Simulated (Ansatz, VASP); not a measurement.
## One calculation of Cu, two programs

The input INCAR:

```
  PREC = Accurate
  ENCUT = 520
  EDIFF = 1E-6
  ISMEAR = 0
  SIGMA = 0.15
  LREAL = F
  LASPH = T
  NELM = 60
  ALGO = Fast
  ISIF = 2
  LWAVE = F
  LCHARG = F
  GGA = PS
  NBANDS = 42
```

File KPOINTS:

```
Automatic mesh
0
Gamma
  20 20 4
```

The input POSCAR:

```
Cu
1.0
   -1.4427933200     -1.4427933200     -1.3760814500
   -1.4427933200     -1.4427933200      1.3760814500
   -8.8971292871      8.4163905529      0.0000000000
Cu
6
Direct
    0.4930597217      0.4930597217      0.0833166667
   -0.0763569450     -0.0763569450      0.9166500000
    0.4652930550      0.4652930550      0.4166500000
   -0.0208236117     -0.0208236117      0.2499833333
    0.4375263883      0.4375263883      0.7499833333
   -0.0485902783     -0.0485902783      0.5833166667
```

Input for Ansatz:

```yaml
crystal:
  lattice:
    - [-1.44279332, -1.44279332, -1.37608145]
    - [-1.44279332, -1.44279332, 1.37608145]
    - [-8.8971292871, 8.4163905529, 0.0]
  atoms:
    - { symbol: Cu, position: [0.4930597217, 0.4930597217, 0.0833166667] }
    - { symbol: Cu, position: [-0.076356945, -0.076356945, 0.91665] }
    - { symbol: Cu, position: [0.465293055, 0.465293055, 0.41665] }
    - { symbol: Cu, position: [-0.0208236117, -0.0208236117, 0.2499833333] }
    - { symbol: Cu, position: [0.4375263883, 0.4375263883, 0.7499833333] }
    - { symbol: Cu, position: [-0.0485902783, -0.0485902783, 0.5833166667] }
basis:
  ecutwfc: 420
kpoints:
  mp_grid: { grid: [20, 20, 4] }
hamiltonian:
  xc: pbesol
scf:
  occupations: { method: gaussian, width: 0.15 }
output:
  forces: true
  stress: true
  eigenvalues: true
```

Alike in both runs: task single point; functional PBEsol; k mesh 20 × 20 × 4; occupations gaussian, width 0.15 eV; no spin polarisation.

|  | VASP | Ansatz |
| --- | --- | --- |
| version | VASP 6.6.1 | Ansatz 0.2.0 |
| potentials or method | VASP PAW PBE potentials, release 64 (Cu), cutoff 520 eV | scalar-relativistic, plane waves, PAW |
| valence electrons in the cell | 66 | 114 |

VASP gave:

| Property | Result |
| --- | --- |
| gap on the k mesh at the Fermi level (eV) | none |
| pressure (GPa) | -0.5 |
| traceless stress, the component that is largest in VASP (GPa) | -0.35 |
| rms of the force components (eV/Å) | 0.009 |

Task: Which values does Ansatz return?

Result: gap on the k mesh at the Fermi level (eV): none; pressure (GPa): -1.4; traceless stress, the component that is largest in VASP (GPa): -0.37; rms of the force components (eV/Å): 0.009.

VASP's potentials were made for PBE, not for PBEsol. Atom by atom the forces differ by 0.001 eV/Å (rms over components). A gap of «none» marks a metal or a gap that the smearing closes. VASP's potentials hold 66 valence electrons a cell and Ansatz's 114, so a difference there can come from the potentials and not from the codes.
